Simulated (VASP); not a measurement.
A run of VASP 6.6.1:

Contents of INCAR:

```
SYSTEM = SnSe
PREC = Accurate
ENCUT = 500
EDIFF = 1E-7
ISMEAR = 0
SIGMA = 0.01
LREAL = .False.
LASPH = .True.
NELM = 120
ALGO = Normal
ISIF = 3
LWAVE = .False.
LCHARG = .False.
GGA = PE
IBRION = 2
NSW = 80
EDIFFG = -0.001
GGA_COMPAT = .False.
NELMIN = 4
KPAR = 4
```

File KPOINTS:

```
Automatic mesh
0
Gamma
  4 6 6
  0 0 0
```

Contents of POSCAR:

```
SnSe
1.0
   11.7965392480      0.0000000000      0.0000000000
    0.0000000000      4.2052231714      0.0000000000
    0.0000000000      0.0000000000      4.5679500320
Sn Se
4 4
Direct
    0.1214436867      0.2500000000      0.1165654167
    0.3785563133      0.7500000000      0.6165654167
    0.6214436867      0.2500000000      0.3834345833
    0.8785563133      0.7500000000      0.8834345833
    0.3548258886      0.2500000000      0.0239479063
    0.1451741114      0.7500000000      0.5239479063
    0.8548258886      0.2500000000      0.4760520937
    0.6451741114      0.7500000000      0.9760520937
```

Potentials or basis: VASP PAW PBE potentials, release 64 (Sn_d, Se).

Launch:

```sh
$ cat potpaw_PBE.64/Sn_d/POTCAR potpaw_PBE.64/Se/POTCAR > POTCAR
$ mpirun -np 4 vasp_std > vasp.out
```

Hardware: 4 MPI ranks on Intel(R) Xeon(R) Platinum 8488C (Sapphire Rapids) (shared host).

Q: Estimate the wall time of this run.

A: It took 13 min on 4 MPI ranks on Intel(R) Xeon(R) Platinum 8488C (Sapphire Rapids), with other jobs on the host, peak memory 0.58 GiB a rank. Counts: scf iterations 130, k points 48, ion steps 21.
